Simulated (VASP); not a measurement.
# WS2 (P6_3/mmc) in VASP: notebook, part 2 of 2

VASP 6.6.1. Earlier steps stand in the parts before.

**4. Single point, PBEsol (biaxial strain in the a-b plane: -4.0 %)**

INCAR reads:

```
PREC = Accurate ; ENCUT = 520
EDIFF = 1E-6 ; ISMEAR = 0
SIGMA = 0.02 ; LREAL = False
LASPH = True ; NELM = 100
ALGO = Normal ; ISIF = 2
LWAVE = False ; LCHARG = False
GGA = PS ; NBANDS = 35
```

KPOINTS reads:

```
regular mesh
0
Gamma
  12 12 2
```

POSCAR reads:

```
WS2
1.0
    3.0202403427      0.0000000000      0.0000000000
   -1.5101201714      2.6156048623      0.0000000000
    0.0000000000      0.0000000000     13.0095166618
W S
2 4
Direct
    0.3333333333      0.6666666667      0.2500000000
    0.6666666667      0.3333333333      0.7500000000
    0.3333333333      0.6666666667      0.6257636850
    0.6666666667      0.3333333333      0.1257636850
    0.3333333333      0.6666666667      0.8742363150
    0.6666666667      0.3333333333      0.3742363150
```

Potentials or basis: VASP PAW PBE potentials, release 64 (W_sv, S).

Command:

```bash
$ cat potpaw_PBE.64/W_sv/POTCAR potpaw_PBE.64/S/POTCAR > POTCAR
$ mpirun -np 1 vasp_std > vasp.out
```

OUTCAR:

```text
PREC = Accurate
   ENCUT = 520
   EDIFF = 1E-6
   ISMEAR = 0
   LREAL = False
   LASPH = True
   NELM = 100
   ISIF = 2
   GGA = PS

 ion  position               nearest neighbor table
   1  0.333  0.667  0.250-   4 2.38   6 2.38   4 2.38   6 2.38   4 2.38   6 2.38
   2  0.667  0.333  0.750-   3 2.38   5 2.38   3 2.38   5 2.38   3 2.38   5 2.38
   3  0.333  0.667  0.626-   2 2.38   2 2.38   2 2.38
   4  0.667  0.333  0.126-   1 2.38   1 2.38   1 2.38
   5  0.333  0.667  0.874-   2 2.38   2 2.38   2 2.38
   6  0.667  0.333  0.374-   1 2.38   1 2.38   1 2.38

  LATTYP: Found a hexagonal cell.
 ALAT       =     3.0202403427
 C/A-ratio  =     4.3074441719

  Lattice vectors:

 A1 = (   3.0202403427,   0.0000000000,   0.0000000000)
 A2 = (  -1.5101201714,   2.6156048623,   0.0000000000)
 A3 = (   0.0000000000,   0.0000000000,  13.0095166618)

Analysis of symmetry for initial positions (statically):
=====================================================================
 Subroutine PRICEL returns:
 Original cell was already a primitive cell.

[... 183 lines left out ...]
 cond. band min:       8.4864650227   @ k =   0.1667   0.1667   0.0000
 fundamental gap:      1.2652110954
 Fermi energy:         7.4136907133

 k-point     1 :       0.0000    0.0000    0.0000
  band No.  band energies     occupation
      1     -66.6030      2.00000
      2     -66.6029      2.00000
      3     -30.9909      2.00000
      4     -30.9909      2.00000
      5     -30.6201      2.00000
      6     -30.6201      2.00000
[... 901 lines left out ...]
     34      11.9867      0.00000
     35      13.8384      0.00000

 [... further k-points ...]

------------------------ aborting loop because EDIFF is reached ----------------------------------------

  FORCE on cell =-STRESS in cart. coord.  units (eV):
  Direction    XX          YY          ZZ          XY          YZ          ZX
  --------------------------------------------------------------------------------------
  -------------------------------------------------------------------------------------
  Total        8.7506746      8.7506746     -0.0004306     -0.0000000     -0.0000000     -0.0000000
  in kB      136.4197709    136.4197709     -0.0067123     -0.0000000     -0.0000000     -0.0000000
  external PRESSURE =      90.9442765 kB  Pullay stress =       0.0000000 kB

 VOLUME and BASIS-vectors are now :
 -----------------------------------------------------------------------------
  energy-cutoff  :      520.00
  volume of cell :      102.77
      direct lattice vectors                 reciprocal lattice vectors
     3.020240343  0.000000000  0.000000000     0.331099478  0.191160373  0.000000000
    -1.510120171  2.615604862  0.000000000     0.000000000  0.382320745  0.000000000
     0.000000000  0.000000000 13.009516662     0.000000000  0.000000000  0.076866807

 POSITION                                       TOTAL-FORCE (eV/Angst)
 -----------------------------------------------------------------------------------
     -0.00000      1.74374      3.25238        -0.000000      0.000000     -0.000000
      1.51012      0.87187      9.75714         0.000000     -0.000000     -0.000000
     -0.00000      1.74374      8.14088        -0.000000      0.000000     -0.018983
      1.51012      0.87187      1.63612         0.000000      0.000000     -0.018983
     -0.00000      1.74374     11.37339        -0.000000     -0.000000      0.018983
      1.51012      0.87187      4.86863         0.000000     -0.000000      0.018983
 -----------------------------------------------------------------------------------
    total drift:                               -0.000000      0.000000     -0.000000

  FREE ENERGIE OF THE ION-ELECTRON SYSTEM (eV)
  ---------------------------------------------------
  free  energy   TOTEN  =       -50.2007934526 eV

  energy  without entropy=      -50.2007934526  energy(sigma->0) =      -50.20079345
```

stdout:

```text
POSCAR found type information on POSCAR W S
 POSCAR found :  2 types and       6 ions
 scaLAPACK will be used
 -----------------------------------------------------------------------------
|                                                                             |
|                                                                             |
|     You enforced a specific xc type in the INCAR file but a different       |
|     I HOPE YOU KNOW WHAT YOU ARE DOING!                                     |
|                                                                             |
 -----------------------------------------------------------------------------

 LDA part: xc-table for (Slater+PW92), standard interpolation
 POSCAR, INCAR and KPOINTS ok, starting setup
 FFT: planning ... GRIDC
 FFT: planning ... GRID_SOFT
 FFT: planning ... GRID
 WAVECAR not read
 entering main loop
```

Wall time 2.8 min (1 thread of Intel Xeon Platinum 8375C at 2.90GHz (Ice Lake), shared host); peak memory 0.28 GiB.

Results:

```
Free energy            : -50.2008 eV
Pressure               : 9.1 GPa
Largest force          : 0.019 eV/Å
Band gap on the k mesh : 1.27 eV, indirect (least direct gap 2.19 eV)
```

Forces on the atoms (eV/Å):
```
W    0.000  0.000  0.000
W    0.000  0.000  0.000
S    0.000  0.000 -0.019
S    0.000  0.000 -0.019
S    0.000  0.000  0.019
S    0.000  0.000  0.019
```

Stress tensor (GPa, compression positive):
```
13.64  0.00  0.00
 0.00 13.64  0.00
 0.00  0.00  0.00
```

Levels at points of the mesh, in eV from the valence-band top:
```tsv
k point	band 23	band 24	band 25	band 26	band 27	band 28	band 29	band 30
(0.00, 0.00, 0.00)	-1.22	-1.20	-1.20	-0.10	3.24	3.24	3.27	3.27
(0.50, 0.00, 0.00)	-1.21	-1.18	-0.95	-0.83	3.21	3.60	3.62	3.67
(0.00, 0.00, 0.50)	-1.21	-1.21	-0.48	-0.48	3.25	3.25	3.25	3.25
(0.50, 0.00, 0.50)	-1.19	-1.19	-0.89	-0.89	3.45	3.45	3.61	3.61
```

Caveat: the cell differs from its parent crystal (biaxial strain in the a-b plane: -4.0 %); the PAW data sets were made with another functional, which shifts forces and pressure a little; spin-orbit coupling is left out, which moves the levels of the heavy elements; this functional lacks dispersion, which binds the layers, so the pressure and a relaxed spacing across them are unreliable. A k mesh can miss the band edges.

**5. Single point, PBEsol (strain along c alone, the other axes held: -4.0 %, then relaxed in part)**

INCAR reads:

```
  PREC = Accurate
  ENCUT = 520
  EDIFF = 1E-7
  ISMEAR = 0
  SIGMA = 0.02
  LREAL = F
  LASPH = T
  NELM = 80
  ALGO = Normal
  ISIF = 2
  LWAVE = F
  LCHARG = F
  GGA = PS
  NBANDS = 35
```

KPOINTS reads:

```
Automatic mesh
0
Gamma
  12 12 2
```

POSCAR reads:

```
WS2
1.0
    3.1460836903      0.0000000000      0.0000000000
   -1.5730418452      2.7245883983      0.0000000000
    0.0000000000      0.0000000000     12.1964218704
W S
2 4
Direct
    0.3333333333      0.6666666667      0.2500000000
    0.6666666667      0.3333333333      0.7500000000
    0.3333333333      0.6666666667      0.6216775634
    0.6666666667      0.3333333333      0.1216775634
    0.3333333333      0.6666666667      0.8783224366
    0.6666666667      0.3333333333      0.3783224366
```

Command:

```bash
$ cat potpaw_PBE.64/W_sv/POTCAR potpaw_PBE.64/S/POTCAR > POTCAR
$ mpirun -np 1 vasp_std > vasp.out
```

It took 2.5 min on 1 thread of Intel Xeon Platinum 8375C at 2.90GHz (Ice Lake), shared host; peak memory 0.28 GiB.

Results (log left out):

```yaml
Free_energy: -50.5380 eV
Pressure: 0.8 GPa
Largest_force: 0.024 eV/Å
Band_gap_on_the_k_mesh: 0.90 eV, indirect (least direct gap 1.83 eV)
```

Forces on the atoms (eV/Å):
```
W    0.000  0.000  0.000
W    0.000  0.000  0.000
S    0.000  0.000 -0.024
S    0.000  0.000 -0.024
S    0.000  0.000  0.024
S    0.000  0.000  0.024
```

Stress tensor (GPa, compression positive):
```
0.39 0.00 0.00
0.00 0.39 0.00
0.00 0.00 1.55
```

Levels at points of the mesh, in eV from the valence-band top:
```csv
k point,band 23,band 24,band 25,band 26,band 27,band 28,band 29,band 30
"(0.00, 0.00, 0.00)",-2.24,-1.46,-1.31,0.00,2.29,2.29,2.30,2.30
"(0.50, 0.00, 0.00)",-2.01,-1.80,-1.78,-1.59,2.29,2.34,2.55,2.90
"(0.00, 0.00, 0.50)",-2.27,-2.27,-0.32,-0.32,2.28,2.28,2.28,2.28
"(0.50, 0.00, 0.50)",-1.90,-1.90,-1.67,-1.67,2.32,2.32,2.76,2.76
```

Caveat: the cell differs from its parent crystal (strain along c alone, the other axes held: -4.0 %, then relaxed in part); the PAW data sets were made with another functional, which shifts forces and pressure a little; spin-orbit coupling is left out, which moves the levels of the heavy elements; this functional lacks dispersion, which binds the layers, so the pressure and a relaxed spacing across them are unreliable. A k mesh can miss the band edges.

**6. Summary**

```csv
cell,gap on the mesh (eV),pressure (GPa),largest force (eV/Å)
"a = 3.020, b = 3.020, c = 12.913 Å, angles 90.0, 90.0, 120.0°, 6 atoms",1.25,9.3,0.02
"a = 3.146, b = 3.146, c = 11.942 Å, angles 90.0, 90.0, 120.0°, 6 atoms",0.78,1.4,0.02
"a = 3.020, b = 3.020, c = 13.010 Å, angles 90.0, 90.0, 120.0°, 6 atoms",1.27,9.1,0.02
"a = 3.146, b = 3.146, c = 12.196 Å, angles 90.0, 90.0, 120.0°, 6 atoms",0.90,0.8,0.02
```

Alike in all rows: task single point; level PBEsol; potentials or basis VASP PAW PBE potentials, release 64 (W_sv, S); no spin polarisation; k mesh 12 × 12 × 2; cutoff (eV) 520; smearing gaussian 0.02 eV.

Caveats: the PAW data sets were made with another functional, which shifts forces and pressure a little; spin-orbit coupling is left out, which moves the levels of the heavy elements; this functional lacks dispersion, which binds the layers, so the pressure and a relaxed spacing across them are unreliable (some runs).

Absolute energies hang on the potentials; compare differences alone.
